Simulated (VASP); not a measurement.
# SrGe12Pt4 (Im-3) in VASP: single point with PBEsol

Aim: the single point of SrGe12Pt4 with PBEsol.

Everything below comes from runs of VASP 6.6.1. Logs are shortened: lines on timing, memory, paths and dates and some standing lists are left out, and cuts for length are marked.

## 1. The cell of the first run

It takes space group Im-3 (No. 204, cubic). The conventional cell has a = 8.646 Å, b = 8.646 Å, c = 8.646 Å, α = 90.00°, β = 90.00°, γ = 90.00°. Sr (site symmetry m-3) has 12 Ge at 3.34 Å and 8 Pt at 3.74 Å within 4.4 Å. Ge (site symmetry m) has 2 Pt at 2.49 Å and 6 Ge at 2.51 to 3.27 Å within 3.3 Å. Pt (site symmetry -3) has 6 Ge at 2.49 Å within 3.3 Å.

## 2. Single point, PBEsol

File INCAR:

```
  ALGO = Normal
  EDIFF = 1E-6
  ENCUT = 520
  GGA = PS
  ISIF = 2
  ISMEAR = 0
  LASPH = T
  LCHARG = F
  LREAL = Auto
  LWAVE = F
  NBANDS = 123
  NELM = 100
  PREC = Accurate
  SIGMA = 0.1
```

File KPOINTS:

```
k-points
0
Gamma
  6 6 6
```

File POSCAR:

```
SrGe12Pt4
1.0
   -4.3229479485      4.3229479485      4.3229479485
    4.3229479485     -4.3229479485      4.3229479485
    4.3229479485      4.3229479485     -4.3229479485
Sr Ge Pt
1 12 4
Direct
    0.0000000000      0.0000000000      0.0000000000
    0.8487284651      0.4938281121      0.6450996470
    0.6450996470      0.1512715349      0.7963711818
    0.5061718879      0.3549003530      0.1512715349
    0.1512715349      0.7963711818      0.6450996470
    0.3549003530      0.1512715349      0.5061718879
    0.7963711818      0.6450996470      0.1512715349
    0.1512715349      0.5061718879      0.3549003530
    0.2036288182      0.3549003530      0.8487284651
    0.8487284651      0.2036288182      0.3549003530
    0.3549003530      0.8487284651      0.2036288182
    0.6450996470      0.8487284651      0.4938281121
    0.4938281121      0.6450996470      0.8487284651
    0.5000000000      0.5000000000      0.5000000000
    0.0000000000      0.5000000000      0.0000000000
    0.5000000000      0.0000000000      0.0000000000
    0.0000000000      0.0000000000      0.5000000000
```

Potentials or basis: VASP PAW PBE potentials, release 64 (Sr_sv, Ge_d, Pt).

Launch:

```sh
> cat potpaw_PBE.64/Sr_sv/POTCAR potpaw_PBE.64/Ge_d/POTCAR potpaw_PBE.64/Pt/POTCAR > POTCAR
> mpirun -np 1 vasp_std > vasp.out
```

OUTCAR:

```text
EDIFF = 1E-6
   ENCUT = 520
   GGA = PS
   ISIF = 2
   ISMEAR = 0
   LASPH = T
   LREAL = Auto
   NELM = 100
   PREC = Accurate

 ion  position               nearest neighbor table
   1  0.000  0.000  0.000-   4 3.34   8 3.34   6 3.34  12 3.34   2 3.34  13 3.34   9 3.34  10 3.34
                            11 3.34   3 3.34   5 3.34   7 3.34  17 3.74  14 3.74  17 3.74  15 3.74
   2  0.849  0.494  0.645-  15 2.49  14 2.49  10 2.51   5 2.62   1 3.34
   3  0.645  0.151  0.796-  15 2.49  16 2.49   6 2.51  12 2.62   1 3.34
   4  0.506  0.355  0.151-  16 2.49  14 2.49   7 2.51   9 2.62   1 3.34
   5  0.151  0.796  0.645-  16 2.49  17 2.49   8 2.51   2 2.62   1 3.34
   6  0.355  0.151  0.506-  17 2.49  14 2.49   3 2.51  11 2.62   1 3.34
   7  0.796  0.645  0.151-  17 2.49  15 2.49   4 2.51  13 2.62   1 3.34
   8  0.151  0.506  0.355-  15 2.49  14 2.49   5 2.51  10 2.62   1 3.34
   9  0.204  0.355  0.849-  17 2.49  15 2.49  13 2.51   4 2.62   1 3.34
  10  0.849  0.204  0.355-  16 2.49  17 2.49   2 2.51   8 2.62   1 3.34
  11  0.355  0.849  0.204-  15 2.49  16 2.49  12 2.51   6 2.62   1 3.34
  12  0.645  0.849  0.494-  17 2.49  14 2.49  11 2.51   3 2.62   1 3.34
  13  0.494  0.645  0.849-  16 2.49  14 2.49   9 2.51   7 2.62   1 3.34
  14  0.500  0.500  0.500-   2 2.49   4 2.49   6 2.49   8 2.49  12 2.49  13 2.49   1 3.74   1 3.74

  15  0.000  0.500  0.000-   3 2.49  11 2.49   8 2.49   2 2.49   9 2.49   7 2.49   1 3.74   1 3.74

  16  0.500  0.000  0.000-   5 2.49  10 2.49   4 2.49  13 2.49  11 2.49   3 2.49   1 3.74   1 3.74

  17  0.000  0.000  0.500-   7 2.49   9 2.49   6 2.49  12 2.49  10 2.49   5 2.49   1 3.74   1 3.74

  LATTYP: Found a body centered cubic cell.
 ALAT       =     8.6458958970

  Lattice vectors:

 A1 = (  -4.3229479485,   4.3229479485,   4.3229479485)
 A2 = (   4.3229479485,  -4.3229479485,   4.3229479485)
 A3 = (   4.3229479485,   4.3229479485,  -4.3229479485)

Analysis of symmetry for initial positions (statically):
=====================================================================
 Subroutine PRICEL returns:
 Original cell was already a primitive cell.

 Routine SETGRP: Setting up the symmetry group for a
 body centered cubic supercell.

 Subroutine GETGRP returns: Found 24 space group operations
 (whereof 24 operations were pure point group operations)
 out of a pool of 48 trial point group operations.

The static configuration has the point symmetry T_h .

Analysis of symmetry for dynamics (positions and initial velocities):
=====================================================================
 Subroutine PRICEL returns:
 Original cell was already a primitive cell.

 Routine SETGRP: Setting up the symmetry group for a
 body centered cubic supercell.

 Subroutine GETGRP returns: Found 24 space group operations
 (whereof 24 operations were pure point group operations)
 out of a pool of 48 trial point group operations.

The dynamic configuration has the point symmetry T_h .

 Subroutine INISYM returns: Found 24 space group operations
 (whereof 24 operations are pure point group operations),
 and found     1 'primitive' translations

----------------------------------------------------------------------------------------

                                     Primitive cell

  volume of cell :     323.1469

  direct lattice vectors                    reciprocal lattice vectors
    -4.322947949  4.322947949  4.322947949     0.000000000  0.115661814  0.115661814
     4.322947949 -4.322947949  4.322947949     0.115661814  0.000000000  0.115661814
     4.322947949  4.322947949 -4.322947949     0.115661814  0.115661814  0.000000000

  length of vectors
     7.487565485  7.487565485  7.487565485     0.163570506  0.163570506  0.163570506

  position of ions in fractional coordinates (direct lattice)
     0.000000000  0.000000000  0.000000000
     0.848728465  0.493828112  0.645099647
     0.645099647  0.151271535  0.796371182
     0.506171888  0.354900353  0.151271535
     0.151271535  0.796371182  0.645099647
     0.354900353  0.151271535  0.506171888
[... 9 lines left out ...]
     0.500000000  0.000000000  0.000000000
     0.000000000  0.000000000  0.500000000

  ion indices of the primitive-cell ions
   primitive index   ion index
                 1           1
                 2           2
                 3           3
                 4           4
                 5           5
                 6           6
[... 9 lines left out ...]
                16          16
                17          17

----------------------------------------------------------------------------------------

 KPOINTS: k-points

Automatic generation of k-mesh.
 Grid dimensions read from file:
 generate k-points for:    6    6    6

 Generating k-lattice:

  Cartesian coordinates                     Fractional coordinates (reciprocal lattice)
     0.000000000  0.019276969  0.019276969     0.166666667  0.000000000  0.000000000
     0.019276969  0.000000000  0.019276969     0.000000000  0.166666667  0.000000000
     0.019276969  0.019276969  0.000000000     0.000000000  0.000000000  0.166666667

  Length of vectors
     0.027261751  0.027261751  0.027261751

  Shift w.r.t. Gamma in fractional coordinates (k-lattice)
     0.000000000  0.000000000  0.000000000

 Subroutine IBZKPT returns following result:
 ===========================================

 Found     18 irreducible k-points:

 Following reciprocal coordinates:
            Coordinates               Weight
  0.000000  0.000000  0.000000      1.000000
  0.166667  0.000000  0.000000     12.000000
  0.333333  0.000000  0.000000     12.000000
  0.500000  0.000000  0.000000      6.000000
  0.166667  0.166667  0.000000     24.000000
  0.333333  0.166667 -0.000000     24.000000
[... 10 lines left out ...]
  0.500000  0.500000  0.333333     12.000000
  0.500000  0.500000  0.500000      1.000000
   k-points           NKPTS =     18   k-points in BZ     NKDIM =     18   number of bands    NBANDS=    123
   number of dos      NEDOS =    301   number of ions     NIONS =     17
   total plane-waves  NPLWV = 175616
   dimension x,y,z NGX =    56 NGY =   56 NGZ =   56
   dimension x,y,z NGXF=   112 NGYF=  112 NGZF=  112
   ions per type =               1  12   4
   NGX,Y,Z   is equivalent  to a cutoff of  12.43, 12.43, 12.43 a.u.
   NGXF,Y,Z  is equivalent  to a cutoff of  24.87, 24.87, 24.87 a.u.
 SYSTEM =  unknown system
   PREC   = accura    normal or accurate (medium, high low for compatibility)
   ISTART =      0    job   : 0-new  1-cont  2-samecut
   ICHARG =      2    charge: 1-file 2-atom 10-const
   ISPIN  =      1    spin polarized calculation?
   LNONCOLLINEAR =      F non collinear calculations
   LSORBIT =      F    spin-orbit coupling
   LASPH  =      T    aspherical Exc in radial PAW
   ENCUT  =  520.0 eV  38.22 Ry    6.18 a.u.  13.92 13.92 13.92*2*pi/ulx,y,z
   NELM   =    100;   NELMIN=  2; NELMDL= -5     # of ELM steps
   EDIFF  = 0.1E-05   stopping-criterion for ELM
   LREAL  =      T    real-space projection
   EDIFFG = 0.1E-04   stopping-criterion for IOM
   NSW    =      0    number of steps for IOM
   IBRION =     -1    ionic relax: 0-MD 1-quasi-New 2-CG
   NFREE  =      0    steps in history (QN), initial steepest desc. (CG)
   ISIF   =      2    stress and relaxation
   ISYM   =      2    0-nonsym 1-usesym 2-fastsym
   POTIM  = 0.5000    time-step for ionic-motion
   TEBEG  =    0.0;   TEEND  =   0.0 temperature during run
   PSTRESS=    0.0 pullay stress
   NELECT =     218.0000    total number of electrons
   NUPDOWN=      -1.0000    fix difference up-down
   EMIN   =  10.00;   EMAX   =-10.00  energy-range for DOS
   EFERMI =   0.00;   METHOD = LEGACY
   ISMEAR =     0;   SIGMA  =   0.10  broadening in eV -4-tet -1-fermi 0-gaus
   EFERMI_NEDOS =   21; number of points for ismear=-14 and -15
   IALGO  =     38    algorithm
   IMIX   =      4    mixing-type and parameters
     AMIX     =   0.40;   BMIX     =  1.00
     AMIX_MAG =   1.60;   BMIX_MAG =  1.00
  volume/ion in A,a.u.               =      19.01       128.28
  Fermi-wavevector in a.u.,A,eV,Ry     =   1.435799  2.713267 28.048667  2.061519
  Thomas-Fermi vector in A             =   2.555058
   LORBIT       =      0    0 simple, 1 ext, 2 COOP (PROOUT), +10 PAW based schemes
   GGA     = PS    functional components
   LHFCALC =     F    Hartree Fock is set to
   AEXX    =    0.0000 exact exchange contribution
   IVDW    =     0    specifies the selected vdW correction
   LEPSILON=     F    determine dielectric tensor
   LRPA    =     F    only Hartree local field effects (RPA)
 non-spin polarized calculation
 Gauss-broadening in eV      SIGMA  =   0.10
  energy-cutoff  :      520.00
  volume of cell :      323.15
 maximum number of plane-waves:      8730
   NGX = 27   NGY = 27   NGZ = 27

 number of electron     218.0000066 magnetization

 Free energy of the ion-electron system (eV)
  ---------------------------------------------------
  ext. energy  EPLUGINS =         0.00000000
  ---------------------------------------------------
  free energy    TOTEN  =       -95.68024777 eV

  energy without entropy =      -95.62838672  energy(sigma->0) =      -95.65431724

 E-fermi :   6.5119     XC(G=0): -11.4462

 val. band max:        6.5117511880   @ k =   0.3333   0.1667   0.1667
 cond. band min:       6.5616558051   @ k =   0.1667   0.0000   0.0000
 fundamental gap:      0.0499046171
 Fermi energy:         6.5118717322

 k-point     1 :       0.0000    0.0000    0.0000
  band No.  band energies     occupation
      1     -28.5915      2.00000
      2     -17.7691      2.00000
      3     -17.7691      2.00000
      4     -17.7621      2.00000
      5     -17.7053      2.00000
      6     -17.7053      2.00000
[... 113 lines left out ...]
    120       9.8637      0.00000
    121       9.9464      0.00000

 k-point     2 :       0.1667    0.0000    0.0000
  band No.  band energies     occupation
      1     -28.5915      2.00000
      2     -17.7692      2.00000
      3     -17.7686      2.00000
      4     -17.7623      2.00000
      5     -17.7060      2.00000
      6     -17.7059      2.00000
[... 1981 lines left out ...]
      4     -17.7624      2.00000
      5     -17.7086      2.00000
      6     -17.7086      2.00000
[... 113 lines left out ...]
    120      10.8403      0.00000
    121      10.8451      0.00000
 [bands above 121 left out]

------------------------ aborting loop because EDIFF is reached ----------------------------------------

  FORCE on cell =-STRESS in cart. coord.  units (eV):
  Direction    XX          YY          ZZ          XY          YZ          ZX
  --------------------------------------------------------------------------------------
  -------------------------------------------------------------------------------------
  Total       -0.0247373     -0.0247373     -0.0247373     -0.0000000      0.0000000      0.0000000
  in kB       -0.1226488     -0.1226488     -0.1226488     -0.0000000      0.0000000      0.0000000
  external PRESSURE =      -0.1226488 kB  Pullay stress =       0.0000000 kB

 VOLUME and BASIS-vectors are now :
 -----------------------------------------------------------------------------
  energy-cutoff  :      520.00
  volume of cell :      323.15
      direct lattice vectors                 reciprocal lattice vectors
    -4.322947949  4.322947949  4.322947949     0.000000000  0.115661814  0.115661814
     4.322947949 -4.322947949  4.322947949     0.115661814  0.000000000  0.115661814
     4.322947949  4.322947949 -4.322947949     0.115661814  0.115661814  0.000000000

 POSITION                                       TOTAL-FORCE (eV/Angst)
 -----------------------------------------------------------------------------------
      0.00000      0.00000      0.00000        -0.000000      0.000000      0.000000
      1.25452      4.32295      3.01507        -0.004137      0.000000      0.000099
      1.30788      5.57746      0.00000        -0.000099     -0.004137      0.000000
     -0.00000      1.30788      3.06843        -0.000000     -0.000099      0.004137
      5.57746      0.00000      1.30788        -0.004137      0.000000     -0.000099
      1.30788      3.06843     -0.00000        -0.000099      0.004137      0.000000
[... 9 lines left out ...]
     -2.16147      2.16147      2.16147         0.000000      0.000000      0.000000
      2.16147      2.16147     -2.16147        -0.000000      0.000000      0.000000
 -----------------------------------------------------------------------------------
    total drift:                                0.000000     -0.000000      0.000000

  FREE ENERGIE OF THE ION-ELECTRON SYSTEM (eV)
  ---------------------------------------------------
  free  energy   TOTEN  =       -95.6802477677 eV

  energy  without entropy=      -95.6283867220  energy(sigma->0) =      -95.65431724
```

It took 20 min on 1 thread of Intel Xeon Platinum 8488C (Sapphire Rapids), shared host; peak memory 0.71 GiB.

Results:

```
Free energy            : -95.6802 eV
Pressure               : 0.0 GPa
Largest force          : 0.004 eV/Å
Band gap on the k mesh : zero (band 109 reaches 6.68 eV, above the bottom of band 110 at 6.06 eV)
```

Forces in eV/Å, atoms in the order of the input:
```
Sr   0.000  0.000  0.000
Ge  -0.004  0.000  0.000
Ge   0.000 -0.004  0.000
Ge   0.000  0.000  0.004
Ge  -0.004  0.000  0.000
Ge   0.000  0.004  0.000
Ge   0.000  0.000 -0.004
Ge   0.004  0.000  0.000
Ge   0.000  0.000  0.004
Ge   0.004  0.000  0.000
Ge   0.000  0.004  0.000
Ge   0.000 -0.004  0.000
Ge   0.000  0.000 -0.004
Pt   0.000  0.000  0.000
Pt   0.000  0.000  0.000
Pt   0.000  0.000  0.000
Pt   0.000  0.000  0.000
```

Caveat: the PAW data sets were made with another functional, which shifts forces and pressure a little; spin-orbit coupling is left out, which moves the levels of the heavy elements.
